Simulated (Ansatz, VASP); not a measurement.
One calculation of Te2Mo, two programs

```
CELL_PARAMETERS angstrom
3.56023 0.00000 0.00000
-1.78012 3.08325 0.00000
0.00000 0.00000 17.52406
ATOMIC_POSITIONS crystal
Te 0.33333 0.66667 0.10214
Te 0.33333 0.66667 0.89786
Mo 0.00000 0.00000 0.00000
```

Alike in both runs: functional r2SCAN; k mesh 9 × 9 × 2; occupations fermi-dirac, width 0.05 eV; no spin polarisation.

```csv
,VASP,Ansatz
version,VASP 6.6.1,Ansatz 0.2.0
potentials or method,"VASP PAW PBE potentials, release 64 (Te, Mo_sv)",Ansatz PAW
plane-wave cutoff (eV),520,500
valence electrons in the cell,26,46
task,single point,band structure
```

|  | VASP | Ansatz | Ansatz less VASP |
| --- | --- | --- | --- |
| gap on the k mesh at the Fermi level (eV) | 1.13 | 1.12 | -0.001 |
| least direct gap on the mesh (eV) | 1.13 | 1.12 | -0.001 |
| rms of the force components (eV/Å) | 0.009 | 0.003 | -0.0057 |

VASP's potentials were made for PBE, not for r2SCAN. Atom by atom the forces differ by 0.013 eV/Å (rms over components). With one functional, cell and mesh, what is left measures potentials, basis and numerics. VASP's potentials hold 26 valence electrons a cell and Ansatz's 46, so a difference there can come from the potentials and not from the codes.

Spin-orbit coupling is off throughout.
